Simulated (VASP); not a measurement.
A run of VASP 6.6.1 is set up as follows.

Contents of INCAR:

```
SYSTEM = TiO2
PREC = Accurate
ENCUT = 520
EDIFF = 1E-6
ISMEAR = 0
SIGMA = 0.02
LREAL = .False.
LASPH = .True.
NELM = 60
ALGO = Normal
ISIF = 2
LWAVE = .False.
LCHARG = .False.
GGA = PE
NBANDS = 33
```

Contents of KPOINTS:

```
regular mesh
0
Gamma
  10 10 10
  0 0 0
```

The input POSCAR:

```
TiO2
1.0
   -1.8941781815      1.8941781815      4.7950794439
    1.8941781815     -1.8941781815      4.7950794439
    1.8941781815      1.8941781815     -4.7950794439
Ti O
2 4
Direct
    0.0000000000      0.0000000000      0.0000000000
    0.7500000000      0.2500000000      0.5000000000
    0.9578159530      0.4578159530      0.5000000000
    0.2078159530      0.2078159530      0.0000000000
    0.5421840470      0.0421840470      0.5000000000
    0.7921840470      0.7921840470      0.0000000000
```

Potentials or basis: VASP PAW PBE potentials, release 64 (Ti_sv, O).

The run is started by

```console
$ cat potpaw_PBE.64/Ti_sv/POTCAR potpaw_PBE.64/O/POTCAR > POTCAR
$ mpirun -np 1 vasp_std > vasp.out
```

(1) Estimate the pressure.

(2) Predict the largest force.

(3) Predict the band gap on the k mesh.

Results:

(1) 3.7 GPa.

(2) 0.020 eV/Å.

(3) 2.10 eV, indirect (least direct gap 2.43 eV).
